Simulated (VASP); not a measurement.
**SbPt: single point with PBEsol**

The system is SbPt.

```
CELL_PARAMETERS angstrom
4.32481 0.00000 0.00000
-2.16240 3.74539 0.00000
0.00000 0.00000 5.59451
ATOMIC_POSITIONS crystal
Sb 0.33333 0.66667 0.25000
Sb 0.66667 0.33333 0.75000
Pt 0.00000 0.00000 0.00000
Pt 0.00000 0.00000 0.50000
```

This cell differs from its parent crystal: volume scaled by 1.10, then relaxed in part.

```
Program             : VASP 6.6.1
Task                : single point
Functional          : PBEsol
Potentials or basis : VASP PAW PBE potentials, release 64 (Sb, Pt)
Cutoff              : 520 eV
k mesh              : 12 × 12 × 8
Occupations         : gaussian, width 0.1 eV
Spin                : no spin polarisation
```

```
Pressure               : -10.7 GPa
Band gap on the k mesh : zero (band 15 reaches 10.36 eV, above the bottom of band 16 at 6.79 eV)
```

Levels at points of the mesh, in eV from the Fermi level:
| k point | band 12 | band 13 | band 14 | band 15 | band 16 | band 17 | band 18 | band 19 |
| --- | --- | --- | --- | --- | --- | --- | --- | --- |
| (0.00, 0.00, 0.00) | -1.70 | -0.03 | -0.03 | 0.82 | 2.23 | 2.41 | 2.64 | 3.13 |
| (0.50, 0.00, 0.00) | -2.55 | -2.29 | -1.82 | -1.69 | -0.88 | 1.86 | 3.90 | 4.04 |
| (0.00, 0.00, 0.50) | -3.04 | -1.25 | -1.25 | 2.12 | 2.12 | 2.12 | 2.12 | 4.72 |
| (0.50, 0.00, 0.50) | -2.70 | -2.59 | -2.59 | 0.44 | 0.44 | 1.39 | 1.39 | 3.84 |

Wall time 58 s on 1 thread of Intel(R) Xeon(R) 6975P-C (Granite Rapids), with other jobs on the host, peak memory 0.32 GiB.

Caveat: the PAW data sets were made with another functional, which shifts forces and pressure a little; spin-orbit coupling is left out, which moves the levels of the heavy elements.
